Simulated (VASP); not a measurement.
# TiAl3 (Pmm2) in VASP: notebook

TiAl3 is run at these levels: r2SCAN; tasks: single point.

Everything below comes from runs of VASP 6.6.1. Logs are shortened: lines on timing, memory, paths and dates and some standing lists are left out, and cuts for length are marked.

### Step 1. The cell of the first run

Symmetry: Pmm2, No. 25, orthorhombic system. The conventional cell has a = 2.782 Å, b = 4.586 Å, c = 4.801 Å, α = 90.00°, β = 90.00°, γ = 90.00°. Ti (site symmetry mm2) has 10 Al at 2.77 to 2.80 Å and 2 Ti at 2.78 Å within 3.6 Å. Within 3.6 Å of Al (site symmetry mm2) lie 10 Al at 2.75 to 2.80 Å and 2 Ti at 2.79 Å. Al (site symmetry mm2) has 8 Al at 2.75 to 2.80 Å and 4 Ti at 2.80 Å within 3.6 Å. Within 3.6 Å of Al (site symmetry mm2) lie 4 Ti at 2.77 to 2.78 Å and 8 Al at 2.78 to 2.80 Å.

### Step 2. Single point, r2SCAN

POSCAR

```
TiAl3
1.0
    2.7817081424      0.0000000000      0.0000000000
    0.0000000000      4.5857011856      0.0000000000
    0.0000000000      0.0000000000      4.8006987856
Ti Al
1 3
Direct
    0.0000000000      0.5000000000      0.1659160000
    0.0000000000      0.0000000000      0.8359000000
    0.5000000000      0.0000000000      0.3309120000
    0.5000000000      0.5000000000      0.6672710000
```

INCAR.step1

```
PREC     = Accurate       # precision mode
ENCUT    = 520            # plane-wave cutoff, eV
ISMEAR   = -1             # smearing method
SIGMA    = 0.05           # smearing width, eV
LREAL    = F              # projectors in reciprocal space
LASPH    = T              # aspherical terms in the spheres
NELM     = 80             # most SCF steps
NBANDS   = 18             # bands
GGA      = PE             # functional
ALGO     = Normal         # electronic algorithm
EDIFF    = 1E-4           # SCF threshold, eV
LWAVE    = T              # write WAVECAR
LCHARG   = F              # write CHGCAR
```

INCAR.step2

```
PREC     = Accurate       # precision mode
ENCUT    = 520            # plane-wave cutoff, eV
EDIFF    = 1E-7           # SCF threshold, eV
ISMEAR   = -1             # smearing method
SIGMA    = 0.05           # smearing width, eV
LREAL    = F              # projectors in reciprocal space
LASPH    = T              # aspherical terms in the spheres
NELM     = 80             # most SCF steps
ALGO     = Normal         # electronic algorithm
ISIF     = 2              # what is computed and relaxed
LWAVE    = F              # write WAVECAR
LCHARG   = F              # write CHGCAR
METAGGA  = R2SCAN         # meta-GGA
LMIXTAU  = T            
NBANDS   = 18             # bands
ISTART   = 1
```

KPOINTS

```
Automatic mesh
0
Gamma
  9 6 6
```

Potentials or basis: VASP PAW PBE potentials, release 64 (Ti_sv, Al).

Run with:

```
> cat potpaw_PBE.64/Ti_sv/POTCAR potpaw_PBE.64/Al/POTCAR > POTCAR
> cp INCAR.step1 INCAR
> mpirun -np 1 vasp_std > vasp.out
> cp INCAR.step2 INCAR
> mpirun -np 1 vasp_std > vasp.out
```

OUTCAR:

```text
PREC = Accurate
   ENCUT = 520
   EDIFF = 1E-7
   ISMEAR = -1
   LREAL = F
   LASPH = T
   NELM = 80
   ISIF = 2
   METAGGA = R2SCAN
   ISTART = 1

 ion  position               nearest neighbor table
   1  0.000  0.500  0.166-   4 2.77   4 2.77   4 2.78   4 2.78   2 2.79   2 2.79   3 2.80   3 2.80
                             3 2.80   3 2.80
   2  0.000  0.000  0.836-   3 2.75   3 2.75   1 2.79   1 2.79   3 2.79   3 2.79   4 2.80   4 2.80
                             4 2.80   4 2.80
   3  0.500  0.000  0.331-   2 2.75   2 2.75   2 2.79   2 2.79   1 2.80   1 2.80   1 2.80   1 2.80
                             4 2.80   4 2.80
   4  0.500  0.500  0.667-   1 2.77   1 2.77   1 2.78   1 2.78   2 2.80   2 2.80   2 2.80   2 2.80
                             3 2.80   3 2.80

  LATTYP: Found a simple orthorhombic cell.
 ALAT       =     2.7817081424
 B/A-ratio  =     1.6485198845
 C/A-ratio  =     1.7258096608

  Lattice vectors:

 A1 = (   2.7817081424,   0.0000000000,   0.0000000000)
 A2 = (   0.0000000000,   4.5857011856,   0.0000000000)
 A3 = (   0.0000000000,   0.0000000000,   4.8006987856)

Analysis of symmetry for initial positions (statically):
=====================================================================
 Subroutine PRICEL returns:
 Original cell was already a primitive cell.

 Routine SETGRP: Setting up the symmetry group for a
 simple orthorhombic supercell.

 Subroutine GETGRP returns: Found  4 space group operations
 (whereof  4 operations were pure point group operations)
 out of a pool of  8 trial point group operations.

The static configuration has the point symmetry C_2v.

Analysis of symmetry for dynamics (positions and initial velocities):
=====================================================================
 Subroutine PRICEL returns:
 Original cell was already a primitive cell.

 Routine SETGRP: Setting up the symmetry group for a
 simple orthorhombic supercell.

 Subroutine GETGRP returns: Found  4 space group operations
 (whereof  4 operations were pure point group operations)
 out of a pool of  8 trial point group operations.

The dynamic configuration has the point symmetry C_2v.

 Subroutine INISYM returns: Found  4 space group operations
 (whereof  4 operations are pure point group operations),
 and found     1 'primitive' translations

----------------------------------------------------------------------------------------

                                     Primitive cell

  volume of cell :      61.2381

  direct lattice vectors                    reciprocal lattice vectors
     2.781708142  0.000000000  0.000000000     0.359491344  0.000000000  0.000000000
     0.000000000  4.585701186  0.000000000     0.000000000  0.218069159  0.000000000
     0.000000000  0.000000000  4.800698786     0.000000000  0.000000000  0.208303009

  length of vectors
     2.781708142  4.585701186  4.800698786     0.359491344  0.218069159  0.208303009

  position of ions in fractional coordinates (direct lattice)
     0.000000000  0.500000000  0.165916000
     0.000000000  0.000000000  0.835900000
     0.500000000  0.000000000  0.330912000
     0.500000000  0.500000000  0.667271000

  ion indices of the primitive-cell ions
   primitive index   ion index
                 1           1
                 2           2
                 3           3
                 4           4

----------------------------------------------------------------------------------------

 KPOINTS: Automatic mesh

Automatic generation of k-mesh.
 Grid dimensions read from file:
 generate k-points for:    9    6    6

 Generating k-lattice:

  Cartesian coordinates                     Fractional coordinates (reciprocal lattice)
     0.039943483  0.000000000  0.000000000     0.111111111  0.000000000  0.000000000
     0.000000000  0.036344860  0.000000000     0.000000000  0.166666667  0.000000000
     0.000000000  0.000000000  0.034717168     0.000000000  0.000000000  0.166666667

  Length of vectors
     0.039943483  0.036344860  0.034717168

  Shift w.r.t. Gamma in fractional coordinates (k-lattice)
     0.000000000  0.000000000  0.000000000

 Subroutine IBZKPT returns following result:
 ===========================================

 Found     80 irreducible k-points:

 Following reciprocal coordinates:
            Coordinates               Weight
  0.000000  0.000000  0.000000      1.000000
  0.111111  0.000000  0.000000      2.000000
  0.222222  0.000000  0.000000      2.000000
  0.333333  0.000000  0.000000      2.000000
  0.444444  0.000000  0.000000      2.000000
  0.000000  0.166667  0.000000      2.000000
[... 16 lines left out ...]
  0.222222  0.000000  0.166667      4.000000
  0.333333  0.000000  0.166667      4.000000
 [... further k-points ...]
   k-points           NKPTS =     80   k-points in BZ     NKDIM =     80   number of bands    NBANDS=     18
   number of dos      NEDOS =    301   number of ions     NIONS =      4
   total plane-waves  NPLWV =  31104
   dimension x,y,z NGX =    24 NGY =   36 NGZ =   36
   dimension x,y,z NGXF=    48 NGYF=   72 NGZF=   72
   ions per type =               1   3
   NGX,Y,Z   is equivalent  to a cutoff of  14.34, 13.05, 12.47 a.u.
   NGXF,Y,Z  is equivalent  to a cutoff of  28.69, 26.10, 24.93 a.u.
 SYSTEM =  unknown system
   PREC   = accura    normal or accurate (medium, high low for compatibility)
   ISTART =      1    job   : 0-new  1-cont  2-samecut
   ICHARG =      0    charge: 1-file 2-atom 10-const
   ISPIN  =      1    spin polarized calculation?
   LNONCOLLINEAR =      F non collinear calculations
   LSORBIT =      F    spin-orbit coupling
   LASPH  =      T    aspherical Exc in radial PAW
   ENCUT  =  520.0 eV  38.22 Ry    6.18 a.u.   5.17  8.53  8.93*2*pi/ulx,y,z
   NELM   =     80;   NELMIN=  2; NELMDL=  0     # of ELM steps
   EDIFF  = 0.1E-06   stopping-criterion for ELM
   LREAL  =      F    real-space projection
   EDIFFG = 0.1E-05   stopping-criterion for IOM
   NSW    =      0    number of steps for IOM
   IBRION =     -1    ionic relax: 0-MD 1-quasi-New 2-CG
   NFREE  =      0    steps in history (QN), initial steepest desc. (CG)
   ISIF   =      2    stress and relaxation
   ISYM   =      2    0-nonsym 1-usesym 2-fastsym
   POTIM  = 0.5000    time-step for ionic-motion
   TEBEG  =    0.0;   TEEND  =   0.0 temperature during run
   PSTRESS=    0.0 pullay stress
   NELECT =      21.0000    total number of electrons
   NUPDOWN=      -1.0000    fix difference up-down
   EMIN   =  10.00;   EMAX   =-10.00  energy-range for DOS
   EFERMI =   0.00;   METHOD = LEGACY
   ISMEAR =    -1;   SIGMA  =   0.05  broadening in eV -4-tet -1-fermi 0-gaus
   EFERMI_NEDOS =   21; number of points for ismear=-14 and -15
   IALGO  =     38    algorithm
   IMIX   =      4    mixing-type and parameters
     AMIX     =   0.40;   BMIX     =  1.00
     AMIX_MAG =   1.60;   BMIX_MAG =  1.00
  volume/ion in A,a.u.               =      15.31       103.31
  Fermi-wavevector in a.u.,A,eV,Ry     =   1.145884  2.165407 17.865133  1.313050
  Thomas-Fermi vector in A             =   2.282571
   LORBIT       =      0    0 simple, 1 ext, 2 COOP (PROOUT), +10 PAW based schemes
   METAGGA = R2SCAN    functional components
   LHFCALC =     F    Hartree Fock is set to
   AEXX    =    0.0000 exact exchange contribution
   IVDW    =     0    specifies the selected vdW correction
   LEPSILON=     F    determine dielectric tensor
   LRPA    =     F    only Hartree local field effects (RPA)
 non-spin polarized calculation
  energy-cutoff  :      520.00
  volume of cell :       61.24
 maximum number of plane-waves:      1676
 NGX is ok and might be reduce to    24
   NGX = 11   NGY = 17   NGZ = 17

 number of electron      21.0000000 magnetization

 Free energy of the ion-electron system (eV)
  ---------------------------------------------------
  ext. energy  EPLUGINS =         0.00000000
  ---------------------------------------------------
  free energy    TOTEN  =       -34.17611132 eV

  energy without entropy =      -34.15658996  energy(sigma->0) =      -34.16635064

 E-fermi :   8.7122     XC(G=0): -11.6530

 val. band max:        8.7076390641   @ k =   0.0000   0.5000   0.5000
 cond. band min:       8.7224926095   @ k =   0.1111   0.5000   0.5000
 fundamental gap:      0.0148535454
 Fermi energy:         8.7121621842

 k-point     1 :       0.0000    0.0000    0.0000
  band No.  band energies     occupation
      1     -49.9834      2.00000
      2     -25.2951      2.00000
      3     -25.2912      2.00000
      4     -24.8378      2.00000
      5      -2.4181      2.00000
      6       3.1891      2.00000
[... 10 lines left out ...]
     17      15.3340      0.00000
     18      15.8944      0.00000

 k-point     2 :       0.1111    0.0000    0.0000
  band No.  band energies     occupation
      1     -49.9749      2.00000
      2     -25.2871      2.00000
      3     -25.2830      2.00000
      4     -24.9058      2.00000
      5      -2.1634      2.00000
      6       3.4145      2.00000
[... 10 lines left out ...]
     17      14.0379      0.00000
     18      15.3306      0.00000

 k-point     3 :       0.2222    0.0000    0.0000
  band No.  band energies     occupation
      1     -49.9535      2.00000
      2     -25.2666      2.00000
      3     -25.2622      2.00000
      4     -25.0758      2.00000
      5      -1.4069      2.00000
      6       4.0770      2.00000
[... 10 lines left out ...]
     17      13.8436      0.00000
     18      15.2721      0.00000

 k-point     4 :       0.3333    0.0000    0.0000
  band No.  band energies     occupation
      1     -49.9291      2.00000
      2     -25.2652      2.00000
      3     -25.2432      2.00000
      4     -25.2383      2.00000
      5      -0.1696      2.00000
      6       5.1144      2.00000
[... 375 lines left out ...]
      4     -24.9058      2.00000
      5      -1.9799      2.00000
      6       2.4052      2.00000
[... 10 lines left out ...]
     17      14.2070      0.00000
     18      16.0102      0.00000

 k-point    23 :       0.2222    0.0000    0.1667
  band No.  band energies     occupation
      1     -49.9535      2.00000
      2     -25.2666      2.00000
      3     -25.2629      2.00000
      4     -25.0757      2.00000
      5      -1.2293      2.00000
      6       3.0666      2.00000
[... 10 lines left out ...]
     17      13.4625      0.00000
     18      15.1960      0.00000

 k-point    24 :       0.3333    0.0000    0.1667
  band No.  band energies     occupation
      1     -49.9291      2.00000
      2     -25.2651      2.00000
      3     -25.2432      2.00000
      4     -25.2388      2.00000
      5      -0.0017      2.00000
      6       4.1056      2.00000
[... 10 lines left out ...]
     17      13.0395      0.00000
     18      14.3240      0.00000

 [... further k-points ...]
[... 5 lines left out ...]
  --------------------------------------------------------------------------------------
  -------------------------------------------------------------------------------------
  Total        0.8540848      2.2218002      2.4461381      0.0000000      0.0000000      0.0000000
  in kB       22.3454867     58.1291295     63.9984974      0.0000000      0.0000000      0.0000000
  external PRESSURE =      48.1577045 kB  Pullay stress =       0.0000000 kB

 VOLUME and BASIS-vectors are now :
 -----------------------------------------------------------------------------
  energy-cutoff  :      520.00
  volume of cell :       61.24
      direct lattice vectors                 reciprocal lattice vectors
     2.781708142  0.000000000  0.000000000     0.359491344  0.000000000  0.000000000
     0.000000000  4.585701186  0.000000000     0.000000000  0.218069159  0.000000000
     0.000000000  0.000000000  4.800698786     0.000000000  0.000000000  0.208303009

 POSITION                                       TOTAL-FORCE (eV/Angst)
 -----------------------------------------------------------------------------------
      0.00000      2.29285      0.79651         0.000000      0.000000      0.028117
      0.00000      0.00000      4.01290         0.000000      0.000000     -0.040331
      1.39085      0.00000      1.58861         0.000000      0.000000      0.085066
      1.39085      2.29285      3.20337         0.000000      0.000000     -0.072852
 -----------------------------------------------------------------------------------
    total drift:                               -0.000000      0.000000     -0.002097

  FREE ENERGIE OF THE ION-ELECTRON SYSTEM (eV)
  ---------------------------------------------------
  free  energy   TOTEN  =       -34.1761113159 eV

  energy  without entropy=      -34.1565899575  energy(sigma->0) =      -34.16635064
```

Run time: 2.3 min. Hardware: 1 thread of Intel Xeon 6975P-C (Granite Rapids), shared host; peak memory 0.23 GiB.

What came out:

```
Free energy            : -34.1761 eV
Pressure               : 4.8 GPa
Largest force          : 0.085 eV/Å
Band gap on the k mesh : zero (an odd number of electrons rules out a gap without spin polarisation)
```

Forces in eV/Å, atoms in the order of the input:
```
Ti   0.000  0.000  0.028
Al   0.000  0.000 -0.040
Al   0.000  0.000  0.085
Al   0.000  0.000 -0.073
```

Caveat: the cell stands under pressure; the PAW data sets were made with another functional, which shifts forces and pressure a little.

### Step 3. Single point, r2SCAN

This run uses another cell than the first one, of 15.64 Å³/atom.

POSCAR

```
TiAl3
1.0
    2.8012982818      0.0000000000      0.0000000000
    0.0000000000      4.6179959200      0.0000000000
    0.0000000000      0.0000000000      4.8345076374
Ti Al
1 3
Direct
    0.0000000000      0.5000000000      0.1659160000
    0.0000000000      0.0000000000      0.8359000000
    0.5000000000      0.0000000000      0.3309120000
    0.5000000000      0.5000000000      0.6672710000
```

INCAR.step1

```
  PREC = Accurate
  ENCUT = 520
  ISMEAR = -1
  SIGMA = 0.05
  LREAL = False
  LASPH = True
  NELM = 60
  NBANDS = 18
  GGA = PE
  ALGO = Normal
  EDIFF = 1E-4
  LWAVE = True
  LCHARG = False
```

INCAR.step2

```
  PREC = Accurate
  ENCUT = 520
  EDIFF = 1E-6
  ISMEAR = -1
  SIGMA = 0.05
  LREAL = False
  LASPH = True
  NELM = 60
  ALGO = Normal
  ISIF = 2
  LWAVE = False
  LCHARG = False
  METAGGA = R2SCAN
  LMIXTAU = True
  NBANDS = 18
  ISTART = 1
```

KPOINTS

```
regular mesh
0
Gamma
  9 6 6
```

Potentials or basis: VASP PAW PBE potentials, release 64 (Ti_sv, Al).

Run with:

```
> cat potpaw_PBE.64/Ti_sv/POTCAR potpaw_PBE.64/Al/POTCAR > POTCAR
> cp INCAR.step1 INCAR
> mpirun -np 1 vasp_std > vasp.out
> cp INCAR.step2 INCAR
> mpirun -np 1 vasp_std > vasp.out
```

It took 2 min on 1 thread of Intel Xeon 6975P-C (Granite Rapids), shared host; peak memory 0.23 GiB.

It converged, with:

```
Free energy            : -34.2047 eV
Pressure               : 2.2 GPa
Largest force          : 0.074 eV/Å
Band gap on the k mesh : zero (an odd number of electrons rules out a gap without spin polarisation)
```

Forces in eV/Å, atoms in the order of the input:
```
Ti   0.000  0.000  0.016
Al   0.000  0.000 -0.028
Al   0.000  0.000  0.074
Al   0.000  0.000 -0.061
```

Stress tensor (GPa, compression positive):
```
-0.28  0.00  0.00
 0.00  3.29  0.00
 0.00  0.00  3.68
```

Levels at points of the mesh, in eV from the Fermi level:
| k point | band 9 | band 10 | band 11 | band 12 | band 13 | band 14 |
| --- | --- | --- | --- | --- | --- | --- |
| (0.00, 0.00, 0.00) | -2.80 | -0.86 | -0.43 | 2.72 | 2.78 | 2.93 |
| (0.00, 0.50, 0.00) | -2.23 | -1.69 | -0.15 | 2.61 | 2.73 | 3.05 |
| (0.00, 0.00, 0.50) | -2.17 | -1.28 | -0.32 | 2.55 | 2.60 | 2.80 |
| (0.00, 0.50, 0.50) | -0.20 | 0.00 | 0.89 | 2.63 | 2.64 | 3.98 |

Caveat: the PAW data sets were made with another functional, which shifts forces and pressure a little.

### Step 4. Single point, r2SCAN

This run uses another cell than the first one, of 15.96 Å³/atom.

POSCAR

```
TiAl3
1.0
    2.8206181908      0.0000000000      0.0000000000
    0.0000000000      4.6498451741      0.0000000000
    0.0000000000      0.0000000000      4.8678501230
Ti Al
1 3
Direct
    0.0000000000      0.5000000000      0.1659160000
    0.0000000000      0.0000000000      0.8359000000
    0.5000000000      0.0000000000      0.3309120000
    0.5000000000      0.5000000000      0.6672710000
```

INCAR.step1 is that of step 3.

INCAR.step2

```
  PREC = Accurate
  ENCUT = 520
  EDIFF = 1E-7
  ISMEAR = -1
  SIGMA = 0.05
  LREAL = False
  LASPH = True
  NELM = 60
  ALGO = Normal
  ISIF = 2
  LWAVE = False
  LCHARG = True
  METAGGA = R2SCAN
  LMIXTAU = True
  LELF = True
  LVHAR = True
  NBANDS = 18
  ISTART = 1
```

KPOINTS is that of step 3.

Run with:

```
> cat potpaw_PBE.64/Ti_sv/POTCAR potpaw_PBE.64/Al/POTCAR > POTCAR
> cp INCAR.step1 INCAR
> mpirun -np 1 vasp_std > vasp.out
> cp INCAR.step2 INCAR
> mpirun -np 1 vasp_std > vasp.out
```

Run time: 2.4 min. Hardware: 1 thread of Intel Xeon 6975P-C (Granite Rapids), shared host; peak memory 0.23 GiB.

The run converged. Its results:

* Free energy: -34.2132 eV
* Pressure: -0.1 GPa
* Largest force: 0.063 eV/Å
* Band gap on the k mesh: zero (an odd number of electrons rules out a gap without spin polarisation)

Forces in eV/Å, atoms in the order of the input:
```
Ti   0.000  0.000  0.004
Al   0.000  0.000 -0.017
Al   0.000  0.000  0.063
Al   0.000  0.000 -0.050
```

Stress tensor (GPa, compression positive):
```
-2.55  0.00  0.00
 0.00  1.00  0.00
 0.00  0.00  1.22
```

Levels at points of the mesh, in eV from the Fermi level:
```csv
k point,band 9,band 10,band 11,band 12,band 13,band 14
"(0.00, 0.00, 0.00)",-2.79,-0.83,-0.42,2.66,2.72,2.89
"(0.00, 0.50, 0.00)",-2.22,-1.68,-0.14,2.55,2.67,2.97
"(0.00, 0.00, 0.50)",-2.18,-1.28,-0.31,2.50,2.54,2.73
"(0.00, 0.50, 0.50)",-0.19,0.00,0.87,2.57,2.58,3.94
```

Caveat: the PAW data sets were made with another functional, which shifts forces and pressure a little.

(Part 1 of 2 ends here.)
